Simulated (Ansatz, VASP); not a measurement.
# Bi: VASP beside Ansatz

INCAR

```
SYSTEM = Bi
  PREC = Accurate
  ENCUT = 520
  EDIFF = 1E-8
  ISMEAR = -1
  SIGMA = 0.03
  LREAL = .FALSE.
  LASPH = .TRUE.
  NELM = 60
  ALGO = Normal
  ISIF = 2
  LWAVE = .FALSE.
  LCHARG = .FALSE.
  GGA = PE
  LEFG = .TRUE.
  NBANDS = 22
```

The input KPOINTS:

```
Automatic mesh
0
G
  9 9 3
  0 0 0
```

The input POSCAR:

```
Bi
1.0
    4.5390002997      0.0680850045      0.0680850045
   -2.2105368064      3.8968470652      0.0249208413
    0.1774350000      0.1774350000     11.8290000000
Bi
2
Direct
    0.3333333333      0.6666666667      0.2500000000
    0.6666666667      0.3333333333      0.7500000000
```

Input for Ansatz:

```yaml
crystal:
  lattice:
    - [4.5390002997, 0.0680850045, 0.0680850045]
    - [-2.2105368064, 3.8968470652, 0.0249208413]
    - [0.177435, 0.177435, 11.829]
  atoms:
    - { symbol: Bi, position: [0.3333333333, 0.6666666667, 0.25] }
    - { symbol: Bi, position: [0.6666666667, 0.3333333333, 0.75] }
kpoints:
  mp_grid: { grid: [9, 9, 3] }
scf:
  occupations: { method: fermi_dirac, width: 0.03 }
hamiltonian:
  xc: pbe
  pseudopotentials: { kind: all_electron, datasets: crystal }
output:
  forces: true
  stress: true
  eigenvalues: true
  efg: { contact_densities: true }
```

Change from the starting cell: equal xy, yz and zx shear strains of +3 %, crystal datasets.

Alike in both runs: task electric field gradients; functional PBE; k mesh 9 × 9 × 3; occupations fermi-dirac, width 0.03 eV; no spin polarisation.

```csv
,VASP,Ansatz
version,VASP 6.6.1,Ansatz 0.2.0
potentials or method,"VASP PAW PBE potentials, release 64 (Bi_d), cutoff 520 eV","all-electron PAW with datasets made for the crystal, scalar-relativistic"
```

|  | VASP | Ansatz | Ansatz less VASP |
| --- | --- | --- | --- |
| pressure (GPa) | -3.3 | -3.3 | +0.02 |
| traceless stress, the component that is largest in VASP (GPa) | 2.94 | 2.94 | -0.001 |
| size of Vzz on the site where it differs most (V/Å²) | 139.6 | 132.3 | -7.35 |

Ansatz ran all-electron here, and VASP with PAW potentials.

Spin-orbit coupling is off throughout.
